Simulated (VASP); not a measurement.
A run of VASP 6.6.1:

INCAR

```
SYSTEM = ZnSe
PREC = Accurate ; ENCUT = 520
EDIFF = 1E-7 ; ISMEAR = 0
SIGMA = 0.05 ; LREAL = .False.
LASPH = .True. ; NELM = 60
ALGO = Normal ; ISIF = 2
LWAVE = .False. ; LCHARG = .True.
LELF = .True. ; LVHAR = .True.
NBANDS = 16
```

File KPOINTS:

```
regular mesh
0
Gamma
  10 10 10
  0 0 0
```

File POSCAR:

```
ZnSe
1.0
    0.0000000000      3.1840531124      2.6542623478
    2.6542623478      0.0000000000      2.6542623478
    2.6542623478      3.1840531124      0.0000000000
Zn Se
1 1
Direct
    0.0000000000      0.0000000000      0.0000000000
    0.7500000000      0.7500000000      0.7500000000
```

Potentials or basis: VASP PAW LDA potentials, release 64 (Zn, Se).

Run with:

```console
$ cat potpaw_LDA.64/Zn/POTCAR potpaw_LDA.64/Se/POTCAR > POTCAR
$ mpirun -np 1 vasp_std > vasp.out
```

Hardware: 1 thread of Intel Xeon 8259CL, on a shared host.

**Question.** Estimate the wall time of this run.

**Answer.** It took 91 s on 1 thread of Intel Xeon 8259CL, on a shared host, peak memory 0.2 GiB. Counts: scf iterations 13, k points 102.
